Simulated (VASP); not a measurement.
# Mo (P6_3/mmc) in VASP: notebook

The runs below take Mo through single point, with r2SCAN.

Program: VASP 6.6.1. These are calculated values, not measurements. Logs are shortened: lines on timing, memory, paths and dates and some standing lists are left out, and cuts for length are marked.

## 1. The cell of the first run

It takes space group P6_3/mmc (No. 194, hexagonal). Conventional cell: a = 2.810 Å, b = 2.810 Å, c = 5.047 Å, α = 90.00°, β = 90.00°, γ = 120.00°. Mo (site symmetry -6m2) has 12 Mo at 2.81 to 3.00 Å within 3.7 Å.

This isn't the form of Mo at room conditions, which is bcc.

## 2. Single point, r2SCAN (17.25 Å³/atom)

POSCAR reads:

```
Mo
1.0
    2.8095968245      0.0000000000      0.0000000000
   -1.4047984123      2.4331822244      0.0000000000
    0.0000000000      0.0000000000      5.0469320521
Mo
2
Direct
    0.3333333333      0.6666666667      0.2500000000
    0.6666666667      0.3333333333      0.7500000000
```

INCAR.step1 reads:

```
SYSTEM = Mo
PREC = Accurate
ENCUT = 520
ISMEAR = -1
SIGMA = 0.1
LREAL = .False.
LASPH = .True.
NELM = 60
NBANDS = 21
GGA = PE
ALGO = Normal
EDIFF = 1E-4
LWAVE = .True.
LCHARG = .False.
```

INCAR.step2 reads:

```
SYSTEM = Mo
PREC = Accurate
ENCUT = 520
EDIFF = 1E-7
ISMEAR = -1
SIGMA = 0.1
LREAL = .False.
LASPH = .True.
NELM = 60
ALGO = Normal
ISIF = 2
LWAVE = .False.
LCHARG = .True.
METAGGA = R2SCAN
LMIXTAU = .True.
LELF = .True.
LVHAR = .True.
NBANDS = 21
ISTART = 1
```

KPOINTS reads:

```
regular mesh
0
Gamma
  15 15 7
  0 0 0
```

Potentials or basis: VASP PAW PBE potentials, release 64 (Mo_sv).

On the command line:

```bash
$ cat potpaw_PBE.64/Mo_sv/POTCAR > POTCAR
$ cp INCAR.step1 INCAR
$ mpirun -np 1 vasp_std > vasp.out
$ cp INCAR.step2 INCAR
$ mpirun -np 1 vasp_std > vasp.out
```

OUTCAR:

```text
SYSTEM = Mo
   PREC = Accurate
   ENCUT = 520
   EDIFF = 1E-7
   ISMEAR = -1
   LREAL = .False.
   LASPH = .True.
   NELM = 60
   ISIF = 2
   METAGGA = R2SCAN
   ISTART = 1

 ion  position               nearest neighbor table
   1  0.333  0.667  0.250-   2 3.00   2 3.00   2 3.00   2 3.00   2 3.00   2 3.00
   2  0.667  0.333  0.750-   1 3.00   1 3.00   1 3.00   1 3.00   1 3.00   1 3.00

  LATTYP: Found a hexagonal cell.
 ALAT       =     2.8095968245
 C/A-ratio  =     1.7963189622

  Lattice vectors:

 A1 = (   2.8095968245,   0.0000000000,   0.0000000000)
 A2 = (  -1.4047984123,   2.4331822244,   0.0000000000)
 A3 = (   0.0000000000,   0.0000000000,   5.0469320521)

Analysis of symmetry for initial positions (statically):
=====================================================================
 Subroutine PRICEL returns:
 Original cell was already a primitive cell.

 Routine SETGRP: Setting up the symmetry group for a
 hexagonal supercell.

 Subroutine GETGRP returns: Found 24 space group operations
 (whereof 12 operations were pure point group operations)
 out of a pool of 24 trial point group operations.

The static configuration has the point symmetry D_3d.
 The point group associated with its full space group is D_6h.

Analysis of symmetry for dynamics (positions and initial velocities):
=====================================================================
 Subroutine PRICEL returns:
 Original cell was already a primitive cell.

 Routine SETGRP: Setting up the symmetry group for a
 hexagonal supercell.

 Subroutine GETGRP returns: Found 24 space group operations
 (whereof 12 operations were pure point group operations)
 out of a pool of 24 trial point group operations.

The dynamic configuration has the point symmetry D_3d.
 The point group associated with its full space group is D_6h.

 Subroutine INISYM returns: Found 24 space group operations
 (whereof 12 operations are pure point group operations),
 and found     1 'primitive' translations

----------------------------------------------------------------------------------------

                                     Primitive cell

  volume of cell :      34.5021

  direct lattice vectors                    reciprocal lattice vectors
     2.809596824  0.000000000  0.000000000     0.355922954  0.205492213  0.000000000
    -1.404798412  2.433182224  0.000000000     0.000000000  0.410984426  0.000000000
     0.000000000  0.000000000  5.046932052     0.000000000  0.000000000  0.198140175

  length of vectors
     2.809596824  2.809596825  5.046932052     0.410984426  0.410984426  0.198140175

  position of ions in fractional coordinates (direct lattice)
     0.333333333  0.666666667  0.250000000
     0.666666667  0.333333333  0.750000000

  ion indices of the primitive-cell ions
   primitive index   ion index
                 1           1
                 2           2

----------------------------------------------------------------------------------------

 KPOINTS: regular mesh

Automatic generation of k-mesh.
 Grid dimensions read from file:
 generate k-points for:   15   15    7

 Generating k-lattice:

  Cartesian coordinates                     Fractional coordinates (reciprocal lattice)
     0.023728197  0.013699481  0.000000000     0.066666667 -0.000000000  0.000000000
     0.000000000  0.027398962  0.000000000     0.000000000  0.066666667  0.000000000
     0.000000000  0.000000000  0.028305739     0.000000000  0.000000000  0.142857143

  Length of vectors
     0.027398962  0.027398962  0.028305739

  Shift w.r.t. Gamma in fractional coordinates (k-lattice)
     0.000000000  0.000000000  0.000000000

 Subroutine IBZKPT returns following result:
 ===========================================

 Found    108 irreducible k-points:

 Following reciprocal coordinates:
            Coordinates               Weight
  0.000000  0.000000  0.000000      1.000000
  0.066667 -0.000000  0.000000      6.000000
  0.133333  0.000000  0.000000      6.000000
  0.200000  0.000000  0.000000      6.000000
  0.266667  0.000000  0.000000      6.000000
  0.333333 -0.000000  0.000000      6.000000
[... 16 lines left out ...]
  0.333333  0.200000  0.000000     12.000000
  0.400000  0.200000  0.000000      6.000000
 [... further k-points ...]
   k-points           NKPTS =    108   k-points in BZ     NKDIM =    108   number of bands    NBANDS=     21
   number of dos      NEDOS =    301   number of ions     NIONS =      2
   total plane-waves  NPLWV =  23040
   dimension x,y,z NGX =    24 NGY =   24 NGZ =   40
   dimension x,y,z NGXF=    48 NGYF=   48 NGZF=   80
   ions per type =               2
   NGX,Y,Z   is equivalent  to a cutoff of  14.20, 14.20, 13.18 a.u.
   NGXF,Y,Z  is equivalent  to a cutoff of  28.40, 28.40, 26.35 a.u.
 SYSTEM =  Mo
   PREC   = accura    normal or accurate (medium, high low for compatibility)
   ISTART =      1    job   : 0-new  1-cont  2-samecut
   ICHARG =      0    charge: 1-file 2-atom 10-const
   ISPIN  =      1    spin polarized calculation?
   LNONCOLLINEAR =      F non collinear calculations
   LSORBIT =      F    spin-orbit coupling
   LASPH  =      T    aspherical Exc in radial PAW
   ENCUT  =  520.0 eV  38.22 Ry    6.18 a.u.   5.22  5.22  9.38*2*pi/ulx,y,z
   NELM   =     60;   NELMIN=  2; NELMDL=  0     # of ELM steps
   EDIFF  = 0.1E-06   stopping-criterion for ELM
   LREAL  =      F    real-space projection
   EDIFFG = 0.1E-05   stopping-criterion for IOM
   NSW    =      0    number of steps for IOM
   IBRION =     -1    ionic relax: 0-MD 1-quasi-New 2-CG
   NFREE  =      0    steps in history (QN), initial steepest desc. (CG)
   ISIF   =      2    stress and relaxation
   ISYM   =      2    0-nonsym 1-usesym 2-fastsym
   POTIM  = 0.5000    time-step for ionic-motion
   TEBEG  =    0.0;   TEEND  =   0.0 temperature during run
   PSTRESS=    0.0 pullay stress
   NELECT =      28.0000    total number of electrons
   NUPDOWN=      -1.0000    fix difference up-down
   EMIN   =  10.00;   EMAX   =-10.00  energy-range for DOS
   EFERMI =   0.00;   METHOD = LEGACY
   ISMEAR =    -1;   SIGMA  =   0.10  broadening in eV -4-tet -1-fermi 0-gaus
   EFERMI_NEDOS =   21; number of points for ismear=-14 and -15
   IALGO  =     38    algorithm
   IMIX   =      4    mixing-type and parameters
[... 8 lines left out ...]
   AEXX    =    0.0000 exact exchange contribution
   IVDW    =     0    specifies the selected vdW correction
   LEPSILON=     F    determine dielectric tensor
   LRPA    =     F    only Hartree local field effects (RPA)
 non-spin polarized calculation
  energy-cutoff  :      520.00
  volume of cell :       34.50
 maximum number of plane-waves:       942
 NGX is ok and might be reduce to    24
   NGX = 11   NGY = 11   NGZ = 19

 number of electron      28.0000006 magnetization

 Free energy of the ion-electron system (eV)
  ---------------------------------------------------
  ext. energy  EPLUGINS =         0.00000000
  ---------------------------------------------------
  free energy    TOTEN  =       -51.07997582 eV

  energy without entropy =      -50.99836023  energy(sigma->0) =      -51.03916802

 E-fermi :  10.7857     XC(G=0): -13.9882

 val. band max:       10.7855464647   @ k =   0.3333   0.1333   0.4286
 cond. band min:      10.7859518101   @ k =   0.4000   0.0667   0.1429
 fundamental gap:      0.0004053455
 Fermi energy:        10.7857071781

 k-point     1 :       0.0000    0.0000    0.0000
  band No.  band energies     occupation
      1     -52.0817      2.00000
      2     -51.9593      2.00000
      3     -25.8211      2.00000
      4     -24.9565      2.00000
      5     -24.7513      2.00000
      6     -24.7513      2.00000
[... 13 lines left out ...]
     20      14.0640      0.00000
     21      19.8463      0.00000

 k-point     2 :       0.0667   -0.0000    0.0000
  band No.  band energies     occupation
      1     -52.0730      2.00000
      2     -51.9530      2.00000
      3     -25.8056      2.00000
      4     -24.9578      2.00000
      5     -24.8020      2.00000
      6     -24.7650      2.00000
[... 13 lines left out ...]
     20      14.5967      0.00000
     21      19.8188      0.00000

 k-point     3 :       0.1333    0.0000    0.0000
  band No.  band energies     occupation
      1     -52.0482      2.00000
      2     -51.9351      2.00000
      3     -25.7606      2.00000
      4     -24.9624      2.00000
      5     -24.9447      2.00000
      6     -24.8628      2.00000
[... 13 lines left out ...]
     20      15.7044      0.00000
     21      19.7297      0.00000

 k-point     4 :       0.2000    0.0000    0.0000
  band No.  band energies     occupation
      1     -52.0110      2.00000
      2     -51.9090      2.00000
      3     -25.6910      2.00000
      4     -25.1530      2.00000
      5     -25.0679      2.00000
      6     -24.9723      2.00000
[... 13 lines left out ...]
     20      16.9796      0.00000
     21      19.5831      0.00000

 k-point     5 :       0.2667    0.0000    0.0000
  band No.  band energies     occupation
      1     -51.9672      2.00000
      2     -51.8798      2.00000
      3     -25.6044      2.00000
      4     -25.3893      2.00000
      5     -25.2961      2.00000
      6     -24.9899      2.00000
[... 13 lines left out ...]
     20      18.2713      0.00000
     21      19.4270      0.00000

 k-point     6 :       0.3333   -0.0000    0.0000
  band No.  band energies     occupation
      1     -51.9235      2.00000
      2     -51.8530      2.00000
      3     -25.6120      2.00000
      4     -25.5110      2.00000
      5     -25.5082      2.00000
      6     -25.0169      2.00000
[... 13 lines left out ...]
     20      19.3344      0.00000
     21      19.4741      0.00000

 k-point     7 :       0.4000    0.0000    0.0000
  band No.  band energies     occupation
      1     -51.8874      2.00000
      2     -51.8339      2.00000
      3     -25.7835      2.00000
      4     -25.6704      2.00000
      5     -25.4246      2.00000
      6     -25.0510      2.00000
[... 13 lines left out ...]
     20      19.0991      0.00000
     21      20.4634      0.00000
[... 291 lines left out ...]
      1     -51.8556      2.00000
      2     -51.8208      2.00000
      3     -25.8185      2.00000
      4     -25.7035      2.00000
      5     -25.3373      2.00000
      6     -25.1592      2.00000
[... 13 lines left out ...]
     20      19.0401      0.00000
     21      22.0444      0.00000

 k-point    21 :       0.2000    0.2000    0.0000
  band No.  band energies     occupation
      1     -51.9128      2.00000
      2     -51.8468      2.00000
      3     -25.5259      2.00000
      4     -25.5078      2.00000
      5     -25.4874      2.00000
      6     -25.0673      2.00000
[... 13 lines left out ...]
     20      19.8741      0.00000
     21      20.2349      0.00000

 k-point    22 :       0.2667    0.2000    0.0000
  band No.  band energies     occupation
      1     -51.8783      2.00000
      2     -51.8292      2.00000
      3     -25.6483      2.00000
      4     -25.5888      2.00000
      5     -25.4027      2.00000
      6     -25.1716      2.00000
[... 13 lines left out ...]
     20      20.5913      0.00000
     21      21.5010      0.00000

 k-point    23 :       0.3333    0.2000    0.0000
  band No.  band energies     occupation
      1     -51.8524      2.00000
      2     -51.8196      2.00000
      3     -25.7298      2.00000
      4     -25.6317      2.00000
      5     -25.3287      2.00000
      6     -25.2550      2.00000
[... 13 lines left out ...]
     20      19.9082      0.00000
     21      21.6412      0.00000

 k-point    24 :       0.4000    0.2000    0.0000
  band No.  band energies     occupation
      1     -51.8420      2.00000
      2     -51.8174      2.00000
      3     -25.7581      2.00000
      4     -25.6444      2.00000
      5     -25.2937      2.00000
      6     -25.2873      2.00000
[... 13 lines left out ...]
     20      19.1610      0.00000
     21      21.2396      0.00000

 [... further k-points ...]

------------------------ aborting loop because EDIFF is reached ----------------------------------------

  FORCE on cell =-STRESS in cart. coord.  units (eV):
  Direction    XX          YY          ZZ          XY          YZ          ZX
  --------------------------------------------------------------------------------------
  -------------------------------------------------------------------------------------
  Total       -3.6527138     -3.6527138     -2.8628583      0.0000000      0.0000000      0.0000000
  in kB     -169.6212013   -169.6212013   -132.9426523      0.0000000      0.0000000      0.0000000
  external PRESSURE =    -157.3950183 kB  Pullay stress =       0.0000000 kB

 VOLUME and BASIS-vectors are now :
 -----------------------------------------------------------------------------
  energy-cutoff  :      520.00
  volume of cell :       34.50
      direct lattice vectors                 reciprocal lattice vectors
     2.809596824  0.000000000  0.000000000     0.355922954  0.205492213  0.000000000
    -1.404798412  2.433182224  0.000000000     0.000000000  0.410984426  0.000000000
     0.000000000  0.000000000  5.046932052     0.000000000  0.000000000  0.198140175

 POSITION                                       TOTAL-FORCE (eV/Angst)
 -----------------------------------------------------------------------------------
     -0.00000      1.62212      1.26173        -0.000000     -0.000000      0.000000
      1.40480      0.81106      3.78520         0.000000      0.000000      0.000000
 -----------------------------------------------------------------------------------
    total drift:                               -0.000000      0.000000     -0.000000

  FREE ENERGIE OF THE ION-ELECTRON SYSTEM (eV)
  ---------------------------------------------------
  free  energy   TOTEN  =       -51.0799758215 eV

  energy  without entropy=      -50.9983602257  energy(sigma->0) =      -51.03916802
```

Wall time 1.8 min (1 thread of Intel Xeon 6975P-C (Granite Rapids), shared host); peak memory 0.2 GiB.

Results:

* Free energy: -51.0800 eV
* Pressure: -15.7 GPa
* Band gap on the k mesh: zero (bands 14 and 15 overlap by 1.61 eV)

Stress tensor (GPa, compression positive):
```
-16.96   0.00   0.00
  0.00 -16.96   0.00
  0.00   0.00 -13.29
```

Levels at points of the mesh, in eV from the Fermi level:
| k point | band 11 | band 12 | band 13 | band 14 | band 15 | band 16 | band 17 | band 18 |
| --- | --- | --- | --- | --- | --- | --- | --- | --- |
| (0.00, 0.00, 0.00) | -1.80 | -0.58 | -0.58 | -0.14 | -0.14 | 0.18 | 1.56 | 1.56 |

Caveat: the cell stands under tension; the PAW data sets were made with another functional, which shifts forces and pressure a little.

## 3. Single point, r2SCAN (17.89 Å³/atom)

This run uses another cell than the first one, of 17.89 Å³/atom.

POSCAR reads:

```
Mo
1.0
    2.8438635776      0.0000000000      0.0000000000
   -1.4219317888      2.4628581031      0.0000000000
    0.0000000000      0.0000000000      5.1084860704
Mo
2
Direct
    0.3333333333      0.6666666667      0.2500000000
    0.6666666667      0.3333333333      0.7500000000
```

INCAR.step1 reads:

```
SYSTEM = Mo
PREC     = Accurate       ! precision mode
ENCUT    = 520            ! plane-wave cutoff, eV
ISMEAR   = -1             ! smearing method
SIGMA    = 0.1            ! smearing width, eV
LREAL    = .False.        ! projectors in reciprocal space
LASPH    = .True.         ! aspherical terms in the spheres
NELM     = 80             ! most SCF steps
NBANDS   = 21             ! bands
GGA      = PE             ! functional
ALGO     = Normal         ! electronic algorithm
EDIFF    = 1E-4           ! SCF threshold, eV
LWAVE    = .True.         ! write WAVECAR
LCHARG   = .False.        ! write CHGCAR
```

INCAR.step2 reads:

```
SYSTEM = Mo
PREC     = Accurate       ! precision mode
ENCUT    = 520            ! plane-wave cutoff, eV
EDIFF    = 1E-6           ! SCF threshold, eV
ISMEAR   = -1             ! smearing method
SIGMA    = 0.1            ! smearing width, eV
LREAL    = .False.        ! projectors in reciprocal space
LASPH    = .True.         ! aspherical terms in the spheres
NELM     = 80             ! most SCF steps
ALGO     = Normal         ! electronic algorithm
ISIF     = 2              ! what is computed and relaxed
LWAVE    = .False.        ! write WAVECAR
LCHARG   = .False.        ! write CHGCAR
METAGGA  = R2SCAN         ! meta-GGA
LMIXTAU  = .True.       
NBANDS   = 21             ! bands
ISTART   = 1
```

KPOINTS reads:

```
Automatic mesh
0
Gamma
  15 15 7
  0 0 0
```

Potentials or basis: VASP PAW PBE potentials, release 64 (Mo_sv).

On the command line:

```bash
$ cat potpaw_PBE.64/Mo_sv/POTCAR > POTCAR
$ cp INCAR.step1 INCAR
$ mpirun -np 1 vasp_std > vasp.out
$ cp INCAR.step2 INCAR
$ mpirun -np 1 vasp_std > vasp.out
```

It took 100 s on 1 thread of Intel Xeon 6975P-C (Granite Rapids), shared host; peak memory 0.2 GiB.

The run converged. Its results:

* Free energy: -50.9295 eV
* Pressure: -21.8 GPa
* Band gap on the k mesh: zero (bands 14 and 15 overlap by 1.52 eV)

Stress tensor (GPa, compression positive):
```
-23.48   0.00   0.00
  0.00 -23.48   0.00
  0.00   0.00 -18.54
```

Levels at points of the mesh, in eV from the Fermi level:
```csv
k point,band 10,band 11,band 12,band 13,band 14,band 15,band 16,band 17,band 18,band 19
"(0.00, 0.00, 0.00)",-4.62,-1.71,-0.54,-0.54,-0.12,-0.12,0.12,1.50,1.50,3.12
```

Caveat: the cell stands under tension; the PAW data sets were made with another functional, which shifts forces and pressure a little.

## 4. Single point, r2SCAN

This run uses another cell than the first one, of 15.97 Å³/atom.

POSCAR reads:

```
Mo
1.0
    2.7384369840      0.0000000000      0.0000000000
   -1.3692184920      2.3715559949      0.0000000000
    0.0000000000      0.0000000000      4.9191062813
Mo
2
Direct
    0.3333333333      0.6666666667      0.2500000000
    0.6666666667      0.3333333333      0.7500000000
```

INCAR.step1 reads:

```
SYSTEM = Mo
  ALGO = Normal
  EDIFF = 1E-4
  ENCUT = 520
  GGA = PE
  ISMEAR = -1
  LASPH = .True.
  LCHARG = .False.
  LREAL = .False.
  LWAVE = .True.
  NBANDS = 21
  NELM = 80
  PREC = Accurate
  SIGMA = 0.1
```

INCAR.step2 reads:

```
SYSTEM = Mo
  ALGO = Normal
  EDIFF = 1E-6
  ENCUT = 520
  ISIF = 2
  ISMEAR = -1
  ISTART = 1
  LASPH = .True.
  LCHARG = .True.
  LELF = .True.
  LMIXTAU = .True.
  LREAL = .False.
  LVHAR = .True.
  LWAVE = .False.
  METAGGA = R2SCAN
  NBANDS = 21
  NELM = 80
  PREC = Accurate
  SIGMA = 0.1
```

KPOINTS reads:

```
k-points
0
Gamma
  22 22 11
  0 0 0
```

On the command line:

```bash
$ cat potpaw_PBE.64/Mo_sv/POTCAR > POTCAR
$ cp INCAR.step1 INCAR
$ mpirun -np 1 vasp_std > vasp.out
$ cp INCAR.step2 INCAR
$ mpirun -np 1 vasp_std > vasp.out
```

Run time: 4.7 min. Hardware: 1 thread of Intel Xeon 6975P-C (Granite Rapids), shared host; peak memory 0.27 GiB.

It converged, with:

| Property | Result |
| --- | --- |
| Free energy | -51.2044 eV |
| Pressure | 1.0 GPa |
| Band gap on the k mesh | zero (bands 14 and 15 overlap by 1.96 eV) |

Levels at points of the mesh, in eV from the Fermi level:
| k point | band 12 | band 13 | band 14 | band 15 | band 16 | band 17 |
| --- | --- | --- | --- | --- | --- | --- |
| (0.00, 0.00, 0.00) | -0.69 | -0.69 | -0.19 | -0.19 | 0.35 | 1.69 |
| (0.50, 0.00, 0.00) | -1.31 | -0.45 | -0.30 | -0.26 | 3.87 | 4.74 |

Caveat: the PAW data sets were made with another functional, which shifts forces and pressure a little.

## 5. Overview

```tsv
cell	k mesh	gap on the mesh (eV)	pressure (GPa)
a = 2.810, b = 2.810, c = 5.047 Å, angles 90.0, 90.0, 120.0°, 2 atoms	15 × 15 × 7	none	-15.7
a = 2.844, b = 2.844, c = 5.108 Å, angles 90.0, 90.0, 120.0°, 2 atoms	15 × 15 × 7	none	-21.8
a = 2.738, b = 2.738, c = 4.919 Å, angles 90.0, 90.0, 120.0°, 2 atoms	22 × 22 × 11	none	1.0
```

Alike in all rows: task single point; level r2SCAN; potentials or basis VASP PAW PBE potentials, release 64 (Mo_sv); no spin polarisation; cutoff (eV) 520; smearing fermi-dirac 0.1 eV.

Caveats: the PAW data sets were made with another functional, which shifts forces and pressure a little; the cell stands under tension (at least some runs).

Total energies depend on the potentials used, so only differences within one code and one set of settings carry meaning.
